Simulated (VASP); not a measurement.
Set up this calculation in VASP 6.6.1, as the native input.

* Task: single point
* Functional: HSE06
* Potentials or basis: VASP PAW PBE potentials, release 64 (Pb_d, S)
* Cutoff: 520 eV
* k mesh: 4 × 4 × 4
* Occupations: fermi-dirac, width 0.05 eV
* Spin: no spin polarisation
* Dipole correction: no
* Grid for exact exchange (PRECFOCK): Normal
* Further INCAR settings: ALGO = Normal; EDIFF = 1e-07; NBANDS = 17
* Screening parameter: 0.2079 1/Å

Crystal: PbS (Galena).

```
Pb S
1.0
     0.00000    2.98665    2.98665
     2.98665    0.00000    2.98665
     2.98665    2.98665    0.00000
Pb S
1 1
Direct
  0.00000 0.00000 0.00000
  0.50000 0.50000 0.50000
```

One way to write it, as run:

POSCAR

```
PbS
1.0
    0.0000000000      2.9866538096      2.9866538096
    2.9866538096      0.0000000000      2.9866538096
    2.9866538096      2.9866538096      0.0000000000
Pb S
1 1
Direct
    0.0000000000      0.0000000000      0.0000000000
    0.5000000000      0.5000000000      0.5000000000
```

INCAR.step1

```
SYSTEM = PbS
ALGO = Normal
EDIFF = 1E-5
ENCUT = 520
GGA = PE
ISIF = 2
ISMEAR = -1
LASPH = .TRUE.
LCHARG = .FALSE.
LREAL = .FALSE.
LWAVE = .TRUE.
NBANDS = 17
NELM = 100
PREC = Accurate
SIGMA = 0.05
```

INCAR.step2

```
SYSTEM = PbS
ALGO = Normal
EDIFF = 1E-7
ENCUT = 520
GGA = PE
HFSCREEN = 0.2079
ISIF = 2
ISMEAR = -1
ISTART = 1
LASPH = .TRUE.
LCHARG = .FALSE.
LHFCALC = .TRUE.
LREAL = .FALSE.
LWAVE = .FALSE.
NBANDS = 17
NELM = 100
PREC = Accurate
PRECFOCK = Normal
SIGMA = 0.05
```

KPOINTS

```
k-points
0
G
  4 4 4
  0 0 0
```

Potentials or basis: VASP PAW PBE potentials, release 64 (Pb_d, S).

The run is started by

```sh
$ cat potpaw_PBE.64/Pb_d/POTCAR potpaw_PBE.64/S/POTCAR > POTCAR
$ cp INCAR.step1 INCAR
$ mpirun -np 1 vasp_std > vasp.out
$ cp INCAR.step2 INCAR
$ mpirun -np 1 vasp_std > vasp.out
```

It gave:

- Pressure: -0.1 GPa
- Band gap on the k mesh: 0.89 eV, direct

Caveat: the k points lie up to 0.46 Å⁻¹ apart; the PAW data sets were made with another functional, which shifts forces and pressure a little; spin-orbit coupling is left out, which moves the levels of the heavy elements.

It took 3.6 min on 1 thread of Intel(R) Xeon(R) 6975P-C (Granite Rapids) (shared host), peak memory 0.27 GiB.
